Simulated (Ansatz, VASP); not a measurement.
## PbSe in VASP and in Ansatz

```
CELL_PARAMETERS angstrom
0.00000 3.10808 3.06215
3.10808 0.00000 3.06215
3.10808 3.10808 0.00000
ATOMIC_POSITIONS crystal
Pb 0.00000 0.00000 0.00000
Se 0.50000 0.50000 0.50000
```

Change from the starting cell: x and y stretched by +1.5 %, z held.

Alike in both runs: task single point; functional PBE; k mesh 9 × 9 × 9; occupations fermi-dirac, width 0.01 eV; no spin polarisation.

|  | VASP | Ansatz |
| --- | --- | --- |
| version | VASP 6.6.1 | Ansatz 0.2.0 |
| potentials or method | VASP PAW PBE potentials, release 64 (Pb_d, Se), cutoff 520 eV | all-electron LAPW, scalar-relativistic |

|  | VASP | Ansatz | Ansatz less VASP |
| --- | --- | --- | --- |
| gap on the k mesh at the Fermi level (eV) | 0.73 | 0.73 | -0.003 |
| pressure (GPa) | 0.8 | 0.8 | +0.02 |
| traceless stress, the component that is largest in VASP (GPa) | 1.14 | 1.13 | -0.003 |

Ansatz ran all-electron here, and VASP with PAW potentials.

Neither program's run includes spin-orbit coupling.
